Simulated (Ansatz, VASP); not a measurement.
Mo2C: VASP beside Ansatz

```
Mo C
1.0
     3.01565    0.00000    0.00000
    -1.50782    2.61163    0.00000
     0.00000    0.00000    4.59649
Mo C
2 1
Direct
  0.33333 0.66667 0.24886
  0.66667 0.33333 0.75114
  0.00000 0.00000 0.50000
```

Alike in both runs: functional LDA; k mesh 18 × 18 × 10; occupations gaussian, width 0.1 eV; no spin polarisation.

Ansatz relaxed the structure, and its values are those at the end. VASP's run is a single point on that final structure, the one shown.

|  | VASP | Ansatz |
| --- | --- | --- |
| version | VASP 6.6.1 | Ansatz 0.2.0 |
| potentials or method | VASP PAW LDA potentials, release 64 (Mo_sv, C), cutoff 520 eV | scalar-relativistic, plane waves, PAW |
| valence electrons in the cell | 32 | 32 |

```tsv
	VASP	Ansatz	Ansatz less VASP
gap on the k mesh at the Fermi level (eV)	none	none	-
pressure (GPa)	1.4	0.0	-1.39
rms of the force components (eV/Å)	0.030	0.000	-0.0301
```

LDA's correlation is that of Perdew and Zunger in VASP and of Perdew and Wang (1992) in Ansatz. A gap of «none» marks a metal or a gap that the smearing closes.
